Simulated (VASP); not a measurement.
Here is a VASP 6.6.1 calculation.

File INCAR:

```
PREC     = Accurate       # precision mode
ENCUT    = 600            # plane-wave cutoff, eV
EDIFF    = 1E-7           # SCF threshold, eV
ISMEAR   = 0              # smearing method
SIGMA    = 0.1            # smearing width, eV
LREAL    = F              # projectors in reciprocal space
LASPH    = T              # aspherical terms in the spheres
NELM     = 80             # most SCF steps
ALGO     = Normal         # electronic algorithm
ISIF     = 3              # what is computed and relaxed
LWAVE    = F              # write WAVECAR
LCHARG   = F              # write CHGCAR
GGA      = PS             # functional
IBRION   = 2              # ionic algorithm
NSW      = 100            # ionic steps
EDIFFG   = -0.002         # ionic threshold
```

Contents of KPOINTS:

```
Automatic mesh
0
Gamma
  18 18 18
```

The input POSCAR:

```
TiN
1.0
    0.0000000000      2.1206234500      2.1206234500
    2.1206234500      0.0000000000      2.1206234500
    2.1206234500      2.1206234500      0.0000000000
Ti N
1 1
Direct
    0.0000000000      0.0000000000      0.0000000000
    0.5000000000      0.5000000000      0.5000000000
```

Potentials or basis: VASP PAW PBE potentials, release 64 (Ti_sv, N).

Run with:

```console
$ cat potpaw_PBE.64/Ti_sv/POTCAR potpaw_PBE.64/N/POTCAR > POTCAR
$ mpirun -np 1 vasp_std > vasp.out
```

Problem. Predict the relaxed volume.

Solution. 9.30 Å³/atom.

Problem. Estimate the space group after relaxing (to 0.05 Å).

Solution. Fm-3m (No. 225).

Problem. Predict the relaxed cell.

Solution. a = 2.974 Å, b = 2.974 Å, c = 2.974 Å, α = 60.00°, β = 60.00°, γ = 60.00°.

Step by step:
```tsv
step	energy change (eV)	largest force (eV/Å)	pressure (GPa)	volume (Å³)
1	0.0000	0.0000	-7.17	19.07
2	0.0136	0.0000	11.96	17.92
3	-0.0109	0.0000	-0.06	18.60
4	-0.0109	0.0000	0.02	18.59
```

Caveat: the PAW data sets were made with another functional, which shifts forces and pressure a little.
